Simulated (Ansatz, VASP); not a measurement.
# One calculation of TiSi2, two programs

Contents of INCAR:

```
PREC = Accurate
ENCUT = 520
EDIFF = 1E-6
ISMEAR = 0
SIGMA = 0.1
LREAL = F
LASPH = T
NELM = 80
ALGO = Normal
ISIF = 2
LWAVE = F
LCHARG = F
GGA = PE
NBANDS = 29
```

KPOINTS

```
Automatic mesh
0
Gamma
  10 10 10
```

File POSCAR:

```
TiSi2
1.0
    0.0000000000      4.1180000000      4.2615000000
    2.3865000000      0.0000000000      4.2615000000
    2.3865000000      4.1180000000      0.0000000000
Ti Si
2 4
Direct
    0.7500000000      0.7500000000      0.7500000000
    0.5000000000      0.5000000000      0.5000000000
    0.0830000000      0.4170000000      0.0830000000
    0.4170000000      0.0830000000      0.4170000000
    0.1670000000      0.8330000000      0.1670000000
    0.8330000000      0.1670000000      0.8330000000
```

Input for Ansatz:

```yaml
crystal:
  lattice:
    - [0.0, 4.118, 4.2615]
    - [2.3865, 0.0, 4.2615]
    - [2.3865, 4.118, 0.0]
  atoms:
    - { symbol: Ti, position: [0.75, 0.75, 0.75] }
    - { symbol: Ti, position: [0.5, 0.5, 0.5] }
    - { symbol: Si, position: [0.083, 0.417, 0.083] }
    - { symbol: Si, position: [0.417, 0.083, 0.417] }
    - { symbol: Si, position: [0.167, 0.833, 0.167] }
    - { symbol: Si, position: [0.833, 0.167, 0.833] }
basis:
  ecutwfc: 420
kpoints:
  mp_grid: { grid: [10, 10, 10] }
hamiltonian:
  xc: pbe
scf:
  occupations: { method: gaussian, width: 0.1 }
output:
  forces: true
  stress: true
  eigenvalues: true
  populations: true
  write_density: true
  write_potential: true
  elf: true
  volumetric_format: npy
```

Alike in both runs: task single point; functional PBE; k mesh 10 × 10 × 10; occupations gaussian, width 0.1 eV; no spin polarisation.

```csv
,VASP,Ansatz
version,VASP 6.6.1,Ansatz 0.2.0
potentials or method,"VASP PAW PBE potentials, release 64 (Ti_sv, Si), cutoff 520 eV","scalar-relativistic, plane waves, PAW"
valence electrons in the cell,40,40
```

```csv
,VASP,Ansatz,Ansatz less VASP
gap on the k mesh at the Fermi level (eV),none,none,-
pressure (GPa),2.3,2.3,+0.01
"traceless stress, the component that is largest in VASP (GPa)",0.72,0.72,+0.007
rms of the force components (eV/Å),0.095,0.095,-0.0003
```

Atom by atom the forces differ by 0.000 eV/Å (rms over components). A gap of «none» marks a metal or a gap that the smearing closes.
